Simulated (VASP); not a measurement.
# Zn (P6_3/mmc) in VASP: further runs

Runs on Zn. Level: PBEsol. Tasks: single point.

All numbers are computed with VASP 6.6.1; they aren't measurements. Logs are shortened: lines on timing, memory, paths and dates and some standing lists are left out, and cuts for length are marked.

### Step 1. The cell of the first run

It takes space group P6_3/mmc (No. 194, hexagonal). The conventional cell has a = 2.707 Å, b = 2.707 Å, c = 10.030 Å, α = 90.00°, β = 90.00°, γ = 120.00°. Zn (site symmetry -3m) has 12 Zn at 2.71 to 2.95 Å within 3.6 Å. Zn (site symmetry -6m2) has 12 Zn at 2.71 to 2.95 Å within 3.6 Å.

### Step 2. Single point, PBEsol (volume scaled by 1.12)

INCAR

```
SYSTEM = Zn
  ALGO = Normal
  EDIFF = 1E-6
  ENCUT = 520
  GGA = PS
  ISIF = 2
  ISMEAR = -1
  LASPH = .TRUE.
  LCHARG = .FALSE.
  LREAL = .FALSE.
  LWAVE = .FALSE.
  NBANDS = 32
  NELM = 80
  PREC = Accurate
  SIGMA = 0.1
```

KPOINTS

```
k-points
0
G
  16 16 4
  0 0 0
```

POSCAR

```
Zn
1.0
    2.7068075800      0.0000000000      0.0000000000
   -1.3534037900      2.3441641275      0.0000000000
    0.0000000000      0.0000000000     10.0295113827
Zn
4
Direct
    1.0000000000      0.0000000000      1.0000000000
    1.0000000000      1.0000000000      0.5000000000
    0.3333333333      0.6666666667      0.2500000000
    0.6666666667      0.3333333333      0.7500000000
```

Potentials or basis: VASP PAW PBE potentials, release 64 (Zn).

Launch:

```
> cat potpaw_PBE.64/Zn/POTCAR > POTCAR
> mpirun -np 1 vasp_std > vasp.out
```

OUTCAR:

```text
SYSTEM = Zn
   EDIFF = 1E-6
   ENCUT = 520
   GGA = PS
   ISIF = 2
   ISMEAR = -1
   LASPH = .TRUE.
   LREAL = .FALSE.
   NELM = 80
   PREC = Accurate

 ion  position               nearest neighbor table
   1  0.000  0.000  0.000-   3 2.95   4 2.95   4 2.95   3 2.95   4 2.95   3 2.95
   2  0.000  0.000  0.500-   3 2.95   4 2.95   4 2.95   3 2.95   4 2.95   3 2.95
   3  0.333  0.667  0.250-   1 2.95   2 2.95   1 2.95   2 2.95   1 2.95   2 2.95
   4  0.667  0.333  0.750-   1 2.95   2 2.95   1 2.95   2 2.95   1 2.95   2 2.95

  LATTYP: Found a hexagonal cell.
 ALAT       =     2.7068075800
 C/A-ratio  =     3.7052915977

  Lattice vectors:

 A1 = (   2.7068075800,   0.0000000000,   0.0000000000)
 A2 = (  -1.3534037900,   2.3441641275,   0.0000000000)
 A3 = (   0.0000000000,   0.0000000000,  10.0295113827)

Analysis of symmetry for initial positions (statically):
=====================================================================
 Subroutine PRICEL returns:
 Original cell was already a primitive cell.

 Routine SETGRP: Setting up the symmetry group for a
 hexagonal supercell.

 Subroutine GETGRP returns: Found 24 space group operations
 (whereof 12 operations were pure point group operations)
 out of a pool of 24 trial point group operations.

The static configuration has the point symmetry D_3d.
 The point group associated with its full space group is D_6h.

Analysis of symmetry for dynamics (positions and initial velocities):
=====================================================================
 Subroutine PRICEL returns:
 Original cell was already a primitive cell.

 Routine SETGRP: Setting up the symmetry group for a
 hexagonal supercell.

 Subroutine GETGRP returns: Found 24 space group operations
 (whereof 12 operations were pure point group operations)
 out of a pool of 24 trial point group operations.

The dynamic configuration has the point symmetry D_3d.
 The point group associated with its full space group is D_6h.

 Subroutine INISYM returns: Found 24 space group operations
 (whereof 12 operations are pure point group operations),
 and found     1 'primitive' translations

----------------------------------------------------------------------------------------

                                     Primitive cell

  volume of cell :      63.6393

  direct lattice vectors                    reciprocal lattice vectors
     2.706807580  0.000000000  0.000000000     0.369438895  0.213295645  0.000000000
    -1.353403790  2.344164128  0.000000000     0.000000000  0.426591290  0.000000000
     0.000000000  0.000000000 10.029511383     0.000000000  0.000000000  0.099705755

  length of vectors
     2.706807580  2.706807580 10.029511383     0.426591290  0.426591290  0.099705755

  position of ions in fractional coordinates (direct lattice)
     0.000000000  0.000000000  0.000000000
     0.000000000  0.000000000  0.500000000
     0.333333333  0.666666667  0.250000000
     0.666666667  0.333333333  0.750000000

  ion indices of the primitive-cell ions
   primitive index   ion index
                 1           1
                 2           2
                 3           3
                 4           4

----------------------------------------------------------------------------------------

 KPOINTS: k-points

Automatic generation of k-mesh.
 Grid dimensions read from file:
 generate k-points for:   16   16    4

 Generating k-lattice:

  Cartesian coordinates                     Fractional coordinates (reciprocal lattice)
     0.023089931  0.013330978  0.000000000     0.062500000  0.000000000  0.000000000
     0.000000000  0.026661956  0.000000000     0.000000000  0.062500000  0.000000000
     0.000000000  0.000000000  0.024926439     0.000000000  0.000000000  0.250000000

  Length of vectors
     0.026661956  0.026661956  0.024926439

  Shift w.r.t. Gamma in fractional coordinates (k-lattice)
     0.000000000  0.000000000  0.000000000

 Subroutine IBZKPT returns following result:
 ===========================================

 Found     90 irreducible k-points:

 Following reciprocal coordinates:
            Coordinates               Weight
  0.000000  0.000000  0.000000      1.000000
  0.062500  0.000000  0.000000      6.000000
  0.125000  0.000000  0.000000      6.000000
  0.187500  0.000000  0.000000      6.000000
  0.250000  0.000000  0.000000      6.000000
  0.312500  0.000000  0.000000      6.000000
[... 16 lines left out ...]
  0.187500  0.187500  0.000000      6.000000
  0.250000  0.187500  0.000000     12.000000
 [... further k-points ...]
   k-points           NKPTS =     90   k-points in BZ     NKDIM =     90   number of bands    NBANDS=     32
   number of dos      NEDOS =    301   number of ions     NIONS =      4
   total plane-waves  NPLWV =  32000
   dimension x,y,z NGX =    20 NGY =   20 NGZ =   80
   dimension x,y,z NGXF=    40 NGYF=   40 NGZF=  160
   ions per type =               4
   NGX,Y,Z   is equivalent  to a cutoff of  12.28, 12.28, 13.26 a.u.
   NGXF,Y,Z  is equivalent  to a cutoff of  24.57, 24.57, 26.52 a.u.
 SYSTEM =  Zn
   PREC   = accura    normal or accurate (medium, high low for compatibility)
   ISTART =      0    job   : 0-new  1-cont  2-samecut
   ICHARG =      2    charge: 1-file 2-atom 10-const
   ISPIN  =      1    spin polarized calculation?
   LNONCOLLINEAR =      F non collinear calculations
   LSORBIT =      F    spin-orbit coupling
   LASPH  =      T    aspherical Exc in radial PAW
   ENCUT  =  520.0 eV  38.22 Ry    6.18 a.u.   5.03  5.03 18.65*2*pi/ulx,y,z
   NELM   =     80;   NELMIN=  2; NELMDL= -5     # of ELM steps
   EDIFF  = 0.1E-05   stopping-criterion for ELM
   LREAL  =      F    real-space projection
   EDIFFG = 0.1E-04   stopping-criterion for IOM
   NSW    =      0    number of steps for IOM
   IBRION =     -1    ionic relax: 0-MD 1-quasi-New 2-CG
   NFREE  =      0    steps in history (QN), initial steepest desc. (CG)
   ISIF   =      2    stress and relaxation
   ISYM   =      2    0-nonsym 1-usesym 2-fastsym
   POTIM  = 0.5000    time-step for ionic-motion
   TEBEG  =    0.0;   TEEND  =   0.0 temperature during run
   PSTRESS=    0.0 pullay stress
   NELECT =      48.0000    total number of electrons
   NUPDOWN=      -1.0000    fix difference up-down
   EMIN   =  10.00;   EMAX   =-10.00  energy-range for DOS
   EFERMI =   0.00;   METHOD = LEGACY
   ISMEAR =    -1;   SIGMA  =   0.10  broadening in eV -4-tet -1-fermi 0-gaus
   EFERMI_NEDOS =   21; number of points for ismear=-14 and -15
   IALGO  =     38    algorithm
   IMIX   =      4    mixing-type and parameters
     AMIX     =   0.40;   BMIX     =  1.00
     AMIX_MAG =   1.60;   BMIX_MAG =  1.00
  volume/ion in A,a.u.               =      15.91       107.36
  Fermi-wavevector in a.u.,A,eV,Ry     =   1.490208  2.816085 30.214723  2.220719
  Thomas-Fermi vector in A             =   2.603019
   LORBIT       =      0    0 simple, 1 ext, 2 COOP (PROOUT), +10 PAW based schemes
   GGA     = PS    functional components
   LHFCALC =     F    Hartree Fock is set to
   AEXX    =    0.0000 exact exchange contribution
   IVDW    =     0    specifies the selected vdW correction
   LEPSILON=     F    determine dielectric tensor
   LRPA    =     F    only Hartree local field effects (RPA)
 non-spin polarized calculation
  energy-cutoff  :      520.00
  volume of cell :       63.64
 maximum number of plane-waves:      1741
 NGX is ok and might be reduce to    20
   NGX =  9   NGY =  9   NGZ = 37

 number of electron      48.0000058 magnetization

 Free energy of the ion-electron system (eV)
  ---------------------------------------------------
  ext. energy  EPLUGINS =         0.00000000
  ---------------------------------------------------
  free energy    TOTEN  =        -6.16672244 eV

  energy without entropy =       -6.14044826  energy(sigma->0) =       -6.15358535

 E-fermi :   2.6222     XC(G=0): -11.4662

 val. band max:        2.5165867819   @ k =   0.5000   0.0000   0.0000
 cond. band min:       2.6276291803   @ k =   0.3125   0.0000   0.0000
 fundamental gap:      0.1110423983
 Fermi energy:         2.6221728512

 k-point     1 :       0.0000    0.0000    0.0000
  band No.  band energies     occupation
      1      -7.4348      2.00000
      2      -6.2154      2.00000
      3      -6.2143      2.00000
      4      -5.7506      2.00000
      5      -5.1118      2.00000
      6      -4.9104      2.00000
[... 24 lines left out ...]
     31      19.4849      0.00000
     32      20.2377      0.00000

 k-point     2 :       0.0625    0.0000    0.0000
  band No.  band energies     occupation
      1      -7.3226      2.00000
      2      -6.1222      2.00000
      3      -6.1210      2.00000
      4      -5.7035      2.00000
      5      -5.0988      2.00000
      6      -4.9247      2.00000
[... 24 lines left out ...]
     31      18.8062      0.00000
     32      18.9464      0.00000

 k-point     3 :       0.1250    0.0000    0.0000
  band No.  band energies     occupation
      1      -6.9915      2.00000
      2      -5.8650      2.00000
      3      -5.8638      2.00000
      4      -5.5783      2.00000
      5      -5.0666      2.00000
      6      -4.9932      2.00000
[... 24 lines left out ...]
     31      16.4350      0.00000
     32      16.9841      0.00000

 k-point     4 :       0.1875    0.0000    0.0000
  band No.  band energies     occupation
      1      -6.4683      2.00000
      2      -5.5516      2.00000
      3      -5.5495      2.00000
      4      -5.4285      2.00000
      5      -5.0823      2.00000
      6      -5.0510      2.00000
[... 654 lines left out ...]
     31       9.2074      0.00000
     32      10.7571      0.00000

 k-point    23 :       0.1875    0.1875    0.0000
  band No.  band energies     occupation
      1      -5.2534      2.00000
      2      -5.2204      2.00000
      3      -5.2106      2.00000
      4      -5.1676      2.00000
      5      -5.1618      2.00000
      6      -5.1410      2.00000
[... 24 lines left out ...]
     31      10.1287      0.00000
     32      10.2243      0.00000

 k-point    24 :       0.2500    0.1875    0.0000
  band No.  band energies     occupation
      1      -5.2952      2.00000
      2      -5.2755      2.00000
      3      -5.2470      2.00000
      4      -5.1857      2.00000
      5      -5.1592      2.00000
      6      -5.1193      2.00000
[... 24 lines left out ...]
     31       9.4052      0.00000
     32      10.6703      0.00000

 [... further k-points ...]

------------------------ aborting loop because EDIFF is reached ----------------------------------------

  FORCE on cell =-STRESS in cart. coord.  units (eV):
  Direction    XX          YY          ZZ          XY          YZ          ZX
  --------------------------------------------------------------------------------------
  -------------------------------------------------------------------------------------
  Total       -3.0694223     -3.0694223     -2.4725288      0.0000000      0.0000000      0.0000000
  in kB      -77.2755400    -77.2755400    -62.2481957      0.0000000      0.0000000      0.0000000
  external PRESSURE =     -72.2664252 kB  Pullay stress =       0.0000000 kB

 VOLUME and BASIS-vectors are now :
 -----------------------------------------------------------------------------
  energy-cutoff  :      520.00
  volume of cell :       63.64
      direct lattice vectors                 reciprocal lattice vectors
     2.706807580  0.000000000  0.000000000     0.369438895  0.213295645  0.000000000
    -1.353403790  2.344164128  0.000000000     0.000000000  0.426591290  0.000000000
     0.000000000  0.000000000 10.029511383     0.000000000  0.000000000  0.099705755

 POSITION                                       TOTAL-FORCE (eV/Angst)
 -----------------------------------------------------------------------------------
      0.00000      0.00000      0.00000        -0.000000      0.000000      0.000000
      0.00000      0.00000      5.01476        -0.000000      0.000000      0.000000
     -0.00000      1.56278      2.50738         0.000000     -0.000000      0.000000
      1.35340      0.78139      7.52213        -0.000000      0.000000     -0.000000
 -----------------------------------------------------------------------------------
    total drift:                                0.000000     -0.000000     -0.000000

  FREE ENERGIE OF THE ION-ELECTRON SYSTEM (eV)
  ---------------------------------------------------
  free  energy   TOTEN  =        -6.1667224360 eV

  energy  without entropy=       -6.1404482620  energy(sigma->0) =       -6.15358535
```

Wall time 92 s (1 thread of Intel Xeon Platinum 8559C (Emerald Rapids), shared host); peak memory 0.26 GiB.

What came out:

```yaml
Free_energy: -6.1667 eV
Pressure: -7.2 GPa
Band_gap_on_the_k_mesh: zero (band 24 reaches 3.85 eV, above the bottom of band 25 at -0.41 eV)
```

Caveat: the cell differs from its parent crystal (volume scaled by 1.12); the PAW data sets were made with another functional, which shifts forces and pressure a little.

### Step 3. Single point, PBEsol

This run uses another cell than the first one, of 14.21 Å³/atom, 0.893 times its volume.

INCAR

```
  PREC = Accurate
  ENCUT = 520
  EDIFF = 1E-6
  ISMEAR = -1
  SIGMA = 0.1
  LREAL = F
  LASPH = T
  NELM = 80
  ALGO = Normal
  ISIF = 2
  LWAVE = F
  LCHARG = F
  GGA = PS
  NBANDS = 32
```

KPOINTS

```
Automatic mesh
0
Gamma
  18 18 5
```

POSCAR

```
Zn
1.0
    2.6064618726      0.0000000000      0.0000000000
   -1.3032309363      2.2572621957      0.0000000000
    0.0000000000      0.0000000000      9.6577012761
Zn
4
Direct
    1.0000000000      0.0000000000      1.0000000000
    1.0000000000      1.0000000000      0.5000000000
    0.3333333333      0.6666666667      0.2500000000
    0.6666666667      0.3333333333      0.7500000000
```

Potentials or basis: VASP PAW PBE potentials, release 64 (Zn).

Launch:

```
> cat potpaw_PBE.64/Zn/POTCAR > POTCAR
> mpirun -np 1 vasp_std > vasp.out
```

It took 1.8 min on 1 thread of Intel Xeon Platinum 8559C (Emerald Rapids), shared host; peak memory 0.27 GiB.

The run converged. Its results:

```yaml
Free_energy: -6.3145 eV
Pressure: 0.5 GPa
Band_gap_on_the_k_mesh: zero (band 24 reaches 5.16 eV, above the bottom of band 25 at 0.48 eV)
```

Stress tensor (GPa, compression positive):
```
-0.15  0.00  0.00
 0.00 -0.15  0.00
 0.00  0.00  1.68
```

Levels at points of the mesh, in eV from the Fermi level:
| k point | band 20 | band 21 | band 22 | band 23 | band 24 | band 25 | band 26 | band 27 | band 28 | band 29 |
| --- | --- | --- | --- | --- | --- | --- | --- | --- | --- | --- |
| (0.00, 0.00, 0.00) | -7.32 | -7.32 | -7.20 | -7.20 | -4.04 | -3.00 | 4.79 | 4.80 | 14.26 | 18.01 |
| (0.50, 0.00, 0.00) | -6.99 | -3.07 | -2.58 | -2.12 | -1.79 | 0.02 | 0.09 | 3.18 | 4.06 | 4.09 |

Caveat: the PAW data sets were made with another functional, which shifts forces and pressure a little.
